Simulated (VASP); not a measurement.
# MoS2 (P6_3/mmc) in VASP: further runs

The runs below take MoS2 through single point, with PBEsol.

All numbers are computed with VASP 6.6.1; they aren't measurements. Logs are shortened: lines on timing, memory, paths and dates and some standing lists are left out, and cuts for length are marked.

### 1 The cell of the first run

Symmetry: P6_3/mmc, No. 194, hexagonal system. Conventional cell: a = 3.098 Å, b = 3.098 Å, c = 11.572 Å, α = 90.00°, β = 90.00°, γ = 120.00°. Mo (site symmetry -6m2) has 6 S at 2.38 Å and 6 Mo at 3.10 Å within 3.1 Å. Within 3.1 Å of S (site symmetry 3m) lie 3 Mo at 2.38 Å and 6 S at 3.10 Å.

### 2 Single point, PBEsol

The input, INCAR:

```
SYSTEM = MoS2
ALGO = Normal
EDIFF = 1E-7
ENCUT = 520
GGA = PS
ISIF = 2
ISMEAR = 0
LASPH = .True.
LCHARG = .False.
LREAL = .False.
LWAVE = .False.
NBANDS = 35
NELM = 100
PREC = Accurate
SIGMA = 0.1
```

The input, KPOINTS:

```
k-points
0
Gamma
  9 9 2
  0 0 0
```

The input, POSCAR:

```
MoS2
1.0
    3.0981962768      0.0000000000      0.0000000000
   -1.5490981384      2.6831166816      0.0000000000
    0.0000000000      0.0000000000     11.5721365640
Mo S
2 4
Direct
    0.3333333333      0.6666666667      0.2500000000
    0.6666666667      0.3333333333      0.7500000000
    0.3333333333      0.6666666667      0.6147498048
    0.6666666667      0.3333333333      0.1147498048
    0.3333333333      0.6666666667      0.8852501952
    0.6666666667      0.3333333333      0.3852501952
```

Potentials or basis: VASP PAW PBE potentials, release 64 (Mo_sv, S).

The run is started by

```bash
$ cat potpaw_PBE.64/Mo_sv/POTCAR potpaw_PBE.64/S/POTCAR > POTCAR
$ mpirun -np 1 vasp_std > vasp.out
```

OUTCAR:

```text
SYSTEM = MoS2
   EDIFF = 1E-7
   ENCUT = 520
   GGA = PS
   ISIF = 2
   ISMEAR = 0
   LASPH = .True.
   LREAL = .False.
   NELM = 100
   PREC = Accurate

 ion  position               nearest neighbor table
   1  0.333  0.667  0.250-   4 2.38   6 2.38   4 2.38   6 2.38   4 2.38   6 2.38
   2  0.667  0.333  0.750-   3 2.38   5 2.38   3 2.38   5 2.38   3 2.38   5 2.38
   3  0.333  0.667  0.615-   2 2.38   2 2.38   2 2.38
   4  0.667  0.333  0.115-   1 2.38   1 2.38   1 2.38
   5  0.333  0.667  0.885-   2 2.38   2 2.38   2 2.38
   6  0.667  0.333  0.385-   1 2.38   1 2.38   1 2.38

  LATTYP: Found a hexagonal cell.
 ALAT       =     3.0981962768
 C/A-ratio  =     3.7351205444

  Lattice vectors:

 A1 = (   3.0981962768,   0.0000000000,   0.0000000000)
 A2 = (  -1.5490981384,   2.6831166816,   0.0000000000)
 A3 = (   0.0000000000,   0.0000000000,  11.5721365640)

Analysis of symmetry for initial positions (statically):
=====================================================================
 Subroutine PRICEL returns:
 Original cell was already a primitive cell.

 Routine SETGRP: Setting up the symmetry group for a
 hexagonal supercell.

 Subroutine GETGRP returns: Found 24 space group operations
 (whereof 12 operations were pure point group operations)
 out of a pool of 24 trial point group operations.

The static configuration has the point symmetry D_3d.
 The point group associated with its full space group is D_6h.

Analysis of symmetry for dynamics (positions and initial velocities):
=====================================================================
 Subroutine PRICEL returns:
 Original cell was already a primitive cell.

 Routine SETGRP: Setting up the symmetry group for a
 hexagonal supercell.

 Subroutine GETGRP returns: Found 24 space group operations
 (whereof 12 operations were pure point group operations)
 out of a pool of 24 trial point group operations.

The dynamic configuration has the point symmetry D_3d.
 The point group associated with its full space group is D_6h.

 Subroutine INISYM returns: Found 24 space group operations
 (whereof 12 operations are pure point group operations),
 and found     1 'primitive' translations

----------------------------------------------------------------------------------------

                                     Primitive cell

  volume of cell :      96.1971

  direct lattice vectors                    reciprocal lattice vectors
     3.098196277  0.000000000  0.000000000     0.322768447  0.186350450  0.000000000
    -1.549098138  2.683116682  0.000000000     0.000000000  0.372700899  0.000000000
     0.000000000  0.000000000 11.572136564     0.000000000  0.000000000  0.086414466

  length of vectors
     3.098196277  3.098196277 11.572136564     0.372700899  0.372700899  0.086414466

  position of ions in fractional coordinates (direct lattice)
     0.333333333  0.666666667  0.250000000
     0.666666667  0.333333333  0.750000000
     0.333333333  0.666666667  0.614749805
     0.666666667  0.333333333  0.114749805
     0.333333333  0.666666667  0.885250195
     0.666666667  0.333333333  0.385250195

  ion indices of the primitive-cell ions
   primitive index   ion index
                 1           1
                 2           2
                 3           3
                 4           4
                 5           5
                 6           6

----------------------------------------------------------------------------------------

 KPOINTS: k-points

Automatic generation of k-mesh.
 Grid dimensions read from file:
 generate k-points for:    9    9    2

 Generating k-lattice:

  Cartesian coordinates                     Fractional coordinates (reciprocal lattice)
     0.035863161  0.020705606  0.000000000     0.111111111 -0.000000000  0.000000000
     0.000000000  0.041411211  0.000000000     0.000000000  0.111111111  0.000000000
     0.000000000  0.000000000  0.043207233     0.000000000  0.000000000  0.500000000

  Length of vectors
     0.041411211  0.041411211  0.043207233

  Shift w.r.t. Gamma in fractional coordinates (k-lattice)
     0.000000000  0.000000000  0.000000000

 Subroutine IBZKPT returns following result:
 ===========================================

 Found     24 irreducible k-points:

 Following reciprocal coordinates:
            Coordinates               Weight
  0.000000  0.000000  0.000000      1.000000
  0.111111  0.000000  0.000000      6.000000
  0.222222  0.000000  0.000000      6.000000
  0.333333  0.000000  0.000000      6.000000
  0.444444  0.000000  0.000000      6.000000
  0.111111  0.111111  0.000000      6.000000
[... 16 lines left out ...]
  0.333333  0.222222  0.500000     12.000000
  0.333333  0.333333  0.500000      2.000000
   k-points           NKPTS =     24   k-points in BZ     NKDIM =     24   number of bands    NBANDS=     35
   number of dos      NEDOS =    301   number of ions     NIONS =      6
   total plane-waves  NPLWV =  51840
   dimension x,y,z NGX =    24 NGY =   24 NGZ =   90
   dimension x,y,z NGXF=    48 NGYF=   48 NGZF=  180
   ions per type =               2   4
   NGX,Y,Z   is equivalent  to a cutoff of  12.88, 12.88, 12.93 a.u.
   NGXF,Y,Z  is equivalent  to a cutoff of  25.76, 25.76, 25.86 a.u.
 SYSTEM =  MoS2
   PREC   = accura    normal or accurate (medium, high low for compatibility)
   ISTART =      0    job   : 0-new  1-cont  2-samecut
   ICHARG =      2    charge: 1-file 2-atom 10-const
   ISPIN  =      1    spin polarized calculation?
   LNONCOLLINEAR =      F non collinear calculations
   LSORBIT =      F    spin-orbit coupling
   LASPH  =      T    aspherical Exc in radial PAW
   ENCUT  =  520.0 eV  38.22 Ry    6.18 a.u.   5.76  5.76 21.52*2*pi/ulx,y,z
   NELM   =    100;   NELMIN=  2; NELMDL= -5     # of ELM steps
   EDIFF  = 0.1E-06   stopping-criterion for ELM
   LREAL  =      F    real-space projection
   EDIFFG = 0.1E-05   stopping-criterion for IOM
   NSW    =      0    number of steps for IOM
   IBRION =     -1    ionic relax: 0-MD 1-quasi-New 2-CG
   NFREE  =      0    steps in history (QN), initial steepest desc. (CG)
   ISIF   =      2    stress and relaxation
   ISYM   =      2    0-nonsym 1-usesym 2-fastsym
   POTIM  = 0.5000    time-step for ionic-motion
   TEBEG  =    0.0;   TEEND  =   0.0 temperature during run
   PSTRESS=    0.0 pullay stress
   NELECT =      52.0000    total number of electrons
   NUPDOWN=      -1.0000    fix difference up-down
   EMIN   =  10.00;   EMAX   =-10.00  energy-range for DOS
   EFERMI =   0.00;   METHOD = LEGACY
   ISMEAR =     0;   SIGMA  =   0.10  broadening in eV -4-tet -1-fermi 0-gaus
   EFERMI_NEDOS =   21; number of points for ismear=-14 and -15
   IALGO  =     38    algorithm
   IMIX   =      4    mixing-type and parameters
     AMIX     =   0.40;   BMIX     =  1.00
     AMIX_MAG =   1.60;   BMIX_MAG =  1.00
  volume/ion in A,a.u.               =      16.03       108.20
  Fermi-wavevector in a.u.,A,eV,Ry     =   1.333589  2.520117 24.197404  1.778459
  Thomas-Fermi vector in A             =   2.462435
   LORBIT       =      0    0 simple, 1 ext, 2 COOP (PROOUT), +10 PAW based schemes
   GGA     = PS    functional components
   LHFCALC =     F    Hartree Fock is set to
   AEXX    =    0.0000 exact exchange contribution
   IVDW    =     0    specifies the selected vdW correction
   LEPSILON=     F    determine dielectric tensor
   LRPA    =     F    only Hartree local field effects (RPA)
 non-spin polarized calculation
 Gauss-broadening in eV      SIGMA  =   0.10
  energy-cutoff  :      520.00
  volume of cell :       96.20
 maximum number of plane-waves:      2608
 NGX is ok and might be reduce to    24
   NGX = 11   NGY = 11   NGZ = 43

 number of electron      51.9999995 magnetization

 Free energy of the ion-electron system (eV)
  ---------------------------------------------------
  ext. energy  EPLUGINS =         0.00000000
  ---------------------------------------------------
  free energy    TOTEN  =       -46.74586797 eV

  energy without entropy =      -46.74586746  energy(sigma->0) =      -46.74586772

 E-fermi :   9.3553     XC(G=0): -11.6507

 val. band max:        9.0853539494   @ k =   0.0000   0.0000   0.0000
 cond. band min:       9.6659144430   @ k =   0.2222   0.1111   0.0000
 fundamental gap:      0.5805604936
 Fermi energy:         9.3553198211

 k-point     1 :       0.0000    0.0000    0.0000
  band No.  band energies     occupation
      1     -52.4786      2.00000
      2     -52.4786      2.00000
      3     -26.7227      2.00000
      4     -26.7223      2.00000
      5     -26.4073      2.00000
      6     -26.4073      2.00000
[... 27 lines left out ...]
     34      11.5673      0.00000
     35      14.7449      0.00000

 k-point     2 :       0.1111    0.0000    0.0000
  band No.  band energies     occupation
      1     -52.4723      2.00000
      2     -52.4723      2.00000
      3     -26.7107      2.00000
      4     -26.7103      2.00000
      5     -26.4673      2.00000
      6     -26.4673      2.00000
[... 27 lines left out ...]
     34      11.5460      0.00000
     35      15.6175      0.00000

 k-point     3 :       0.2222    0.0000    0.0000
  band No.  band energies     occupation
      1     -52.4562      2.00000
      2     -52.4562      2.00000
      3     -26.6802      2.00000
      4     -26.6799      2.00000
      5     -26.6168      2.00000
      6     -26.6168      2.00000
[... 27 lines left out ...]
     34      12.2718      0.00000
     35      16.4286      0.00000
[... 723 lines left out ...]
 k-point    23 :       0.3333    0.2222    0.5000
  band No.  band energies     occupation
      1     -52.4205      2.00000
      2     -52.4205      2.00000
      3     -26.8301      2.00000
      4     -26.8301      2.00000
      5     -26.6394      2.00000
      6     -26.6394      2.00000
[... 27 lines left out ...]
     34      13.1663      0.00000
     35      15.6681      0.00000

 k-point    24 :       0.3333    0.3333    0.5000
  band No.  band energies     occupation
      1     -52.4173      2.00000
      2     -52.4173      2.00000
      3     -26.7807      2.00000
      4     -26.7807      2.00000
      5     -26.7252      2.00000
      6     -26.7252      2.00000
[... 27 lines left out ...]
     34      13.3400      0.00000
     35      15.8136      0.00000

------------------------ aborting loop because EDIFF is reached ----------------------------------------

  FORCE on cell =-STRESS in cart. coord.  units (eV):
  Direction    XX          YY          ZZ          XY          YZ          ZX
  --------------------------------------------------------------------------------------
  -------------------------------------------------------------------------------------
  Total        3.2880085      3.2880085      3.3654990     -0.0000000      0.0000000     -0.0000000
  in kB       54.7622739     54.7622739     56.0528895     -0.0000000      0.0000000     -0.0000000
  external PRESSURE =      55.1924791 kB  Pullay stress =       0.0000000 kB

 VOLUME and BASIS-vectors are now :
 -----------------------------------------------------------------------------
  energy-cutoff  :      520.00
  volume of cell :       96.20
      direct lattice vectors                 reciprocal lattice vectors
     3.098196277  0.000000000  0.000000000     0.322768447  0.186350450  0.000000000
    -1.549098138  2.683116682  0.000000000     0.000000000  0.372700899  0.000000000
     0.000000000  0.000000000 11.572136564     0.000000000  0.000000000  0.086414466

 POSITION                                       TOTAL-FORCE (eV/Angst)
 -----------------------------------------------------------------------------------
     -0.00000      1.78874      2.89303        -0.000000     -0.000000      0.000000
      1.54910      0.89437      8.67910        -0.000000      0.000000      0.000000
     -0.00000      1.78874      7.11397         0.000000     -0.000000      0.040060
      1.54910      0.89437      1.32790        -0.000000      0.000000      0.040060
     -0.00000      1.78874     10.24424         0.000000     -0.000000     -0.040060
      1.54910      0.89437      4.45817        -0.000000      0.000000     -0.040060
 -----------------------------------------------------------------------------------
    total drift:                               -0.000000      0.000000     -0.000000

  FREE ENERGIE OF THE ION-ELECTRON SYSTEM (eV)
  ---------------------------------------------------
  free  energy   TOTEN  =       -46.7458679706 eV

  energy  without entropy=      -46.7458674622  energy(sigma->0) =      -46.74586772
```

Wall time 61 s (1 thread of Intel Xeon 6975P-C (Granite Rapids), shared host); peak memory 0.24 GiB.

Results:

| Item | Value |
| --- | --- |
| Free energy | -46.7459 eV |
| Pressure | 5.5 GPa |
| Largest force | 0.040 eV/Å |
| Band gap on the k mesh | 0.58 eV, indirect (least direct gap 1.82 eV) |

Forces on the atoms (eV/Å):
```
Mo   0.000  0.000  0.000
Mo   0.000  0.000  0.000
S    0.000  0.000  0.040
S    0.000  0.000  0.040
S    0.000  0.000 -0.040
S    0.000  0.000 -0.040
```

Stress tensor (GPa, compression positive):
```
5.48 0.00 0.00
0.00 5.48 0.00
0.00 0.00 5.61
```

Caveat: the PAW data sets were made with another functional, which shifts forces and pressure a little. A k mesh can miss the band edges.

### 3 Single point, PBEsol

The input, INCAR:

```
  ALGO = Normal
  EDIFF = 1E-7
  ENCUT = 520
  GGA = PS
  ISIF = 2
  ISMEAR = 0
  LASPH = True
  LCHARG = False
  LREAL = False
  LWAVE = False
  NBANDS = 35
  NELM = 100
  PREC = Accurate
  SIGMA = 0.1
```

The input, KPOINTS:

```
k-points
0
Gamma
  9 9 2
```

POSCAR is that of step 2.

Potentials or basis: VASP PAW PBE potentials, release 64 (Mo_sv, S).

The run is started by

```bash
$ cat potpaw_PBE.64/Mo_sv/POTCAR potpaw_PBE.64/S/POTCAR > POTCAR
$ mpirun -np 1 vasp_std > vasp.out
```

Wall time 53 s (1 thread of Intel Xeon 6975P-C (Granite Rapids), shared host); peak memory 0.24 GiB.

Results (log left out):

```
Free energy            : -46.7459 eV
Pressure               : 5.5 GPa
Largest force          : 0.040 eV/Å
Band gap on the k mesh : 0.58 eV, indirect (least direct gap 1.82 eV)
```

Forces in eV/Å, atoms in the order of the input:
```
Mo   0.000  0.000  0.000
Mo   0.000  0.000  0.000
S    0.000  0.000  0.040
S    0.000  0.000  0.040
S    0.000  0.000 -0.040
S    0.000  0.000 -0.040
```

Stress tensor (GPa, compression positive):
```
5.48 0.00 0.00
0.00 5.48 0.00
0.00 0.00 5.61
```

Levels at points of the mesh, in eV from the valence-band top:
```
           k point  band 22  band 23  band 24  band 25  band 26  band 27  band 28  band 29  band 30  band 31
(0.00, 0.00, 0.00)    -2.27    -2.27    -1.68    -0.89     0.00     2.02     2.02     2.07     2.07     2.09
(0.00, 0.00, 0.50)    -2.33    -2.33    -2.33    -0.25    -0.25     2.01     2.01     2.01     2.01     2.32
```

Caveat: the PAW data sets were made with another functional, which shifts forces and pressure a little.
